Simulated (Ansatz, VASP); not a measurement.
## One calculation of Be4ZnTe, two programs

The input INCAR:

```
PREC = Accurate
ENCUT = 600
EDIFF = 1E-7
ISMEAR = 0
SIGMA = 0.1
LREAL = F
LASPH = T
NELM = 60
ALGO = Normal
ISIF = 3
LWAVE = F
LCHARG = F
GGA = PE
IBRION = 2
NSW = 90
EDIFFG = -0.04
```

File KPOINTS:

```
regular mesh
0
Gamma
  4 4 4
```

File POSCAR:

```
Be4ZnTe
1.0
    0.0000000000      3.2751263600      3.2751263600
    3.2751263600      0.0000000000      3.2751263600
    3.2751263600      3.2751263600      0.0000000000
Be Zn Te
4 1 1
Direct
    0.3748045600      0.3748045600      0.8755863300
    0.8755863300      0.3748045600      0.3748045600
    0.3748045600      0.3748045600      0.3748045600
    0.3748045600      0.8755863300      0.3748045600
    0.7500000000      0.7500000000      0.7500000000
    0.0000000000      0.0000000000      0.0000000000
```

Input for Ansatz:

```yaml
crystal:
  lattice:
    - [0.0, 3.27512636, 3.27512636]
    - [3.27512636, 0.0, 3.27512636]
    - [3.27512636, 3.27512636, 0.0]
  atoms:
    - { symbol: Be, position: [0.37480456, 0.37480456, 0.87558633] }
    - { symbol: Be, position: [0.87558633, 0.37480456, 0.37480456] }
    - { symbol: Be, position: [0.37480456, 0.37480456, 0.37480456] }
    - { symbol: Be, position: [0.37480456, 0.87558633, 0.37480456] }
    - { symbol: Zn, position: [0.75, 0.75, 0.75] }
    - { symbol: Te, position: [0.0, 0.0, 0.0] }
basis:
  ecutwfc: 420
kpoints:
  mp_grid: { grid: [4, 4, 4] }
hamiltonian:
  xc: pbe
scf:
  occupations: { method: gaussian, width: 0.1 }
  lower_state_search: "off"
output:
  forces: true
  stress: true
  eigenvalues: true
relax:
  adjacent_minimum: "off"
  f_tol: 0.04
  max_steps: 70
  cell: { stress_tol: 0.4 }
```

Change from the starting cell: species swapped into the ErInCu4 type (F-43m, No. 216).

Alike in both runs: task relaxation of cell and atoms; functional PBE; k mesh 4 × 4 × 4; occupations gaussian, width 0.1 eV; no spin polarisation.

|  | VASP | Ansatz |
| --- | --- | --- |
| version | VASP 6.6.1 | Ansatz 0.2.0 |
| potentials or method | VASP PAW PBE potentials, release 64 (Be, Zn, Te), cutoff 600 eV | scalar-relativistic, plane waves, PAW |
| valence electrons in the cell | 26 | 36 |

Ansatz gave:

- gap on the k mesh at the Fermi level, each at its own relaxed structure (eV): none
- relaxed volume (Å³/atom): 12.84
- relaxed length of the cell vector where the two differ most in proportion (Å): 4.776

Question: Which values does VASP return?

Answer: gap on the k mesh at the Fermi level, each at its own relaxed structure (eV): none; relaxed volume (Å³/atom): 12.83; relaxed length of the cell vector where the two differ most in proportion (Å): 4.775.

A gap of «none» marks a metal or a gap that the smearing closes. VASP's potentials hold 26 valence electrons a cell and Ansatz's 36, so a difference there can come from the potentials and not from the codes.

The k mesh is coarse, so the values compare programs but aren't converged. Neither program's run includes spin-orbit coupling.
